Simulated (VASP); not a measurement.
# MoS2 (R3m) in VASP: a series of runs

Runs on MoS2. Level: PBEsol. Tasks: single point.

All numbers are computed with VASP 6.6.1; they aren't measurements. Logs are shortened: lines on timing, memory, paths and dates and some standing lists are left out, and cuts for length are marked.

### 1 The cell of the first run

The structure is trigonal, space group R3m (No. 160). Conventional cell: a = 3.051 Å, b = 3.051 Å, c = 17.813 Å, α = 90.00°, β = 90.00°, γ = 120.00°. Mo (site symmetry 3m) has 6 S at 2.30 to 2.31 Å and 6 Mo at 3.05 Å within 3.1 Å. S (site symmetry 3m) has 3 Mo at 2.30 Å and 7 S at 2.97 to 3.05 Å within 3.1 Å. S (site symmetry 3m) has 3 Mo at 2.31 Å and 7 S at 2.97 to 3.05 Å within 3.1 Å.

### 2 Single point, PBEsol

File INCAR:

```
SYSTEM = MoS2
PREC = Accurate
ENCUT = 520
EDIFF = 1E-6
ISMEAR = 1
SIGMA = 0.1
LREAL = .False.
LASPH = .True.
NELM = 100
ALGO = Normal
ISIF = 2
LWAVE = .False.
LCHARG = .False.
GGA = PS
NBANDS = 20
```

File KPOINTS:

```
Automatic mesh
0
Gamma
  11 11 11
  0 0 0
```

File POSCAR:

```
MoS2
1.0
    1.5254732277      0.8807319680      5.9377597153
   -1.5254732277      0.8807319680      5.9377597153
    0.0000000000     -1.7614649015      5.9377597153
Mo S
1 2
Direct
    0.0000000000      0.0000000000      0.0000000000
    0.2500000000      0.2500000000      0.2500000000
    0.4170000000      0.4170000000      0.4170000000
```

Potentials or basis: VASP PAW PBE potentials, release 64 (Mo_sv, S).

Launch:

```bash
> cat potpaw_PBE.64/Mo_sv/POTCAR potpaw_PBE.64/S/POTCAR > POTCAR
> mpirun -np 1 vasp_std > vasp.out
```

OUTCAR:

```text
SYSTEM = MoS2
   PREC = Accurate
   ENCUT = 520
   EDIFF = 1E-6
   ISMEAR = 1
   LREAL = .False.
   LASPH = .True.
   NELM = 100
   ISIF = 2
   GGA = PS

 ion  position               nearest neighbor table
   1  0.000  0.000  0.000-   2 2.30   2 2.30   2 2.30   3 2.31   3 2.31   3 2.31
   2  0.250  0.250  0.250-   1 2.30   1 2.30   1 2.30
   3  0.417  0.417  0.417-   1 2.31   1 2.31   1 2.31

  LATTYP: Found a trigonal (rhomboedric) cell.
 ALAT       =     6.1935246673
 COS(alpha) =     0.8786713312

  Lattice vectors:

 A1 = (   1.5254732277,   0.8807319680,   5.9377597153)
 A2 = (  -1.5254732277,   0.8807319680,   5.9377597153)
 A3 = (   0.0000000000,  -1.7614649015,   5.9377597153)

Analysis of symmetry for initial positions (statically):
=====================================================================
 Subroutine PRICEL returns:
 Original cell was already a primitive cell.

 Routine SETGRP: Setting up the symmetry group for a
 trigonal (rhombohedral) supercell.

 Subroutine GETGRP returns: Found  6 space group operations
 (whereof  6 operations were pure point group operations)
 out of a pool of 12 trial point group operations.

The static configuration has the point symmetry C_3v.

Analysis of symmetry for dynamics (positions and initial velocities):
=====================================================================
 Subroutine PRICEL returns:
 Original cell was already a primitive cell.

 Routine SETGRP: Setting up the symmetry group for a
 trigonal (rhombohedral) supercell.

 Subroutine GETGRP returns: Found  6 space group operations
 (whereof  6 operations were pure point group operations)
 out of a pool of 12 trial point group operations.

The dynamic configuration has the point symmetry C_3v.

 Subroutine INISYM returns: Found  6 space group operations
 (whereof  6 operations are pure point group operations),
 and found     1 'primitive' translations

----------------------------------------------------------------------------------------

                                     Primitive cell

  volume of cell :      47.8655

  direct lattice vectors                    reciprocal lattice vectors
     1.525473228  0.880731968  5.937759715     0.327767142  0.189236467  0.056137906
[... 84 lines left out ...]
   LSORBIT =      F    spin-orbit coupling
   LASPH  =      T    aspherical Exc in radial PAW
   ENCUT  =  520.0 eV  38.22 Ry    6.18 a.u.  11.52 11.52 11.52*2*pi/ulx,y,z
   NELM   =    100;   NELMIN=  2; NELMDL= -5     # of ELM steps
   EDIFF  = 0.1E-05   stopping-criterion for ELM
   LREAL  =      F    real-space projection
   EDIFFG = 0.1E-04   stopping-criterion for IOM
   NSW    =      0    number of steps for IOM
   IBRION =     -1    ionic relax: 0-MD 1-quasi-New 2-CG
   NFREE  =      0    steps in history (QN), initial steepest desc. (CG)
   ISIF   =      2    stress and relaxation
   ISYM   =      2    0-nonsym 1-usesym 2-fastsym
   POTIM  = 0.5000    time-step for ionic-motion
   TEBEG  =    0.0;   TEEND  =   0.0 temperature during run
   PSTRESS=    0.0 pullay stress
   NELECT =      26.0000    total number of electrons
   NUPDOWN=      -1.0000    fix difference up-down
   EMIN   =  10.00;   EMAX   =-10.00  energy-range for DOS
   EFERMI =   0.00;   METHOD = LEGACY
   ISMEAR =     1;   SIGMA  =   0.10  broadening in eV -4-tet -1-fermi 0-gaus
   EFERMI_NEDOS =   21; number of points for ismear=-14 and -15
   IALGO  =     38    algorithm
   IMIX   =      4    mixing-type and parameters
     AMIX     =   0.40;   BMIX     =  1.00
     AMIX_MAG =   1.60;   BMIX_MAG =  1.00
  volume/ion in A,a.u.               =      15.96       107.67
  Fermi-wavevector in a.u.,A,eV,Ry     =   1.335750  2.524201 24.275893  1.784228
  Thomas-Fermi vector in A             =   2.464430
   LORBIT       =      0    0 simple, 1 ext, 2 COOP (PROOUT), +10 PAW based schemes
   GGA     = PS    functional components
   LHFCALC =     F    Hartree Fock is set to
   AEXX    =    0.0000 exact exchange contribution
   IVDW    =     0    specifies the selected vdW correction
   LEPSILON=     F    determine dielectric tensor
   LRPA    =     F    only Hartree local field effects (RPA)
 non-spin polarized calculation
 Methfessel and Paxton  Order N= 1 SIGMA  =   0.10
  energy-cutoff  :      520.00
  volume of cell :       47.87
 maximum number of plane-waves:      1306
 NGX is ok and might be reduce to    48
   NGX = 23   NGY = 23   NGZ = 23

 number of electron      26.0000001 magnetization

 Free energy of the ion-electron system (eV)
  ---------------------------------------------------
  ext. energy  EPLUGINS =         0.00000000
  ---------------------------------------------------
  free energy    TOTEN  =       -23.11872012 eV

  energy without entropy =      -23.11873503  energy(sigma->0) =      -23.11872509

 E-fermi :   9.2030     XC(G=0): -11.5287

 val. band max:        9.1254570160   @ k =   0.4545   0.4545   0.4545
 cond. band min:       9.9152265487   @ k =  -0.1818   0.1818   0.0000
 fundamental gap:      0.7897695327
 Fermi energy:         9.2030277490

 k-point     1 :       0.0000    0.0000    0.0000
  band No.  band energies     occupation
      1     -52.3993      2.00000
      2     -26.7316      2.00000
      3     -26.3450      2.00000
      4     -26.3450      2.00000
      5      -6.8376      2.00000
      6      -4.7060      2.00000
[... 541 lines left out ...]
     19      17.6674      0.00000
     20      18.5405      0.00000

 [... further k-points ...]

------------------------ aborting loop because EDIFF is reached ----------------------------------------

  FORCE on cell =-STRESS in cart. coord.  units (eV):
  Direction    XX          YY          ZZ          XY          YZ          ZX
  --------------------------------------------------------------------------------------
  -------------------------------------------------------------------------------------
  Total        5.7549638      5.7549626      7.2984389     -0.0000000     -0.0000004      0.0000000
  in kB      192.6330488    192.6330100    244.2970257     -0.0000000     -0.0000132      0.0000000
  external PRESSURE =     209.8543615 kB  Pullay stress =       0.0000000 kB

 VOLUME and BASIS-vectors are now :
 -----------------------------------------------------------------------------
  energy-cutoff  :      520.00
  volume of cell :       47.87
      direct lattice vectors                 reciprocal lattice vectors
     1.525473228  0.880731968  5.937759715     0.327767142  0.189236467  0.056137906
    -1.525473228  0.880731968  5.937759715    -0.327767142  0.189236467  0.056137906
     0.000000000 -1.761464901  5.937759715     0.000000000 -0.378472933  0.056137875

 POSITION                                       TOTAL-FORCE (eV/Angst)
 -----------------------------------------------------------------------------------
      0.00000      0.00000      0.00000         0.000000     -0.000000      0.107523
      0.00000     -0.00000      4.45332         0.000000      0.000000     -2.343390
      0.00000     -0.00000      7.42814         0.000000     -0.000000      2.235867
 -----------------------------------------------------------------------------------
    total drift:                                0.000000     -0.000003      0.000029

  FREE ENERGIE OF THE ION-ELECTRON SYSTEM (eV)
  ---------------------------------------------------
  free  energy   TOTEN  =       -23.1187201240 eV

  energy  without entropy=      -23.1187350291  energy(sigma->0) =      -23.11872509
```

stdout:

```text
POSCAR found type information on POSCAR MoS
 POSCAR found :  2 types and       3 ions
 scaLAPACK will be used
 -----------------------------------------------------------------------------
|                                                                             |
|                                                                             |
|     You enforced a specific xc type in the INCAR file but a different       |
|     I HOPE YOU KNOW WHAT YOU ARE DOING!                                     |
|                                                                             |
 -----------------------------------------------------------------------------

 LDA part: xc-table for (Slater+PW92), standard interpolation
 POSCAR, INCAR and KPOINTS ok, starting setup
 FFT: planning ... GRIDC
 FFT: planning ... GRID_SOFT
 FFT: planning ... GRID
 WAVECAR not read
 entering main loop
```

It took 12 min on 1 thread of Intel Xeon 8259CL, shared host; peak memory 0.39 GiB.

Results:

* Free energy: -23.1187 eV
* Pressure: 21.0 GPa
* Largest force: 2.343 eV/Å
* Band gap on the k mesh: 0.79 eV (least direct gap 2.19 eV)

Forces on the atoms (eV/Å):
```
Mo   0.000  0.000  0.108
S    0.000  0.000 -2.343
S    0.000  0.000  2.236
```

Caveat: the cell stands under pressure; the PAW data sets were made with another functional, which shifts forces and pressure a little; an odd mesh through Γ misses points on the zone boundary, where band edges can lie.

### 3 Single point, PBEsol

This run uses another cell than the first one, of 16.40 Å³/atom.

File INCAR:

```
ALGO = Normal ; EDIFF = 1E-6
ENCUT = 520 ; GGA = PS
ISIF = 2 ; ISMEAR = 1
LASPH = True ; LCHARG = True
LELF = True ; LREAL = False
LVHAR = True ; LWAVE = False
NBANDS = 20 ; NELM = 100
PREC = Accurate ; SIGMA = 0.1
```

File KPOINTS:

```
k-points
0
Gamma
  11 11 11
```

File POSCAR:

```
MoS2
1.0
    1.5394691767      0.8888125292      5.9922376182
   -1.5394691767      0.8888125292      5.9922376182
    0.0000000000     -1.7776260327      5.9922376182
Mo S
1 2
Direct
    0.0000000000      0.0000000000      0.0000000000
    0.2500000000      0.2500000000      0.2500000000
    0.4170000000      0.4170000000      0.4170000000
```

Potentials or basis: VASP PAW PBE potentials, release 64 (Mo_sv, S).

Launch:

```bash
> cat potpaw_PBE.64/Mo_sv/POTCAR potpaw_PBE.64/S/POTCAR > POTCAR
> mpirun -np 1 vasp_std > vasp.out
```

Run time: 13 min. Hardware: 1 thread of Intel Xeon 8259CL, shared host; peak memory 0.39 GiB.

Results (log left out):

| Item | Value |
| --- | --- |
| Free energy | -23.2670 eV |
| Pressure | 14.7 GPa |
| Largest force | 1.745 eV/Å |
| Band gap on the k mesh | 0.82 eV (least direct gap 2.11 eV) |

Forces in eV/Å, atoms in the order of the input:
```
Mo   0.000  0.000  0.102
S    0.000  0.000 -1.745
S    0.000  0.000  1.643
```

Stress tensor (GPa, compression positive):
```
13.22  0.00  0.00
 0.00 13.22  0.00
 0.00  0.00 17.76
```

Levels at points of the mesh, in eV from the valence-band top:
| k point | band 10 | band 11 | band 12 | band 13 | band 14 | band 15 | band 16 | band 17 |
| --- | --- | --- | --- | --- | --- | --- | --- | --- |
| (0.00, 0.00, 0.00) | -2.60 | -2.60 | -1.51 | -1.32 | 2.11 | 2.11 | 2.70 | 2.70 |

Caveat: the cell stands under pressure; the PAW data sets were made with another functional, which shifts forces and pressure a little; an odd mesh through Γ misses points on the zone boundary, where band edges can lie.
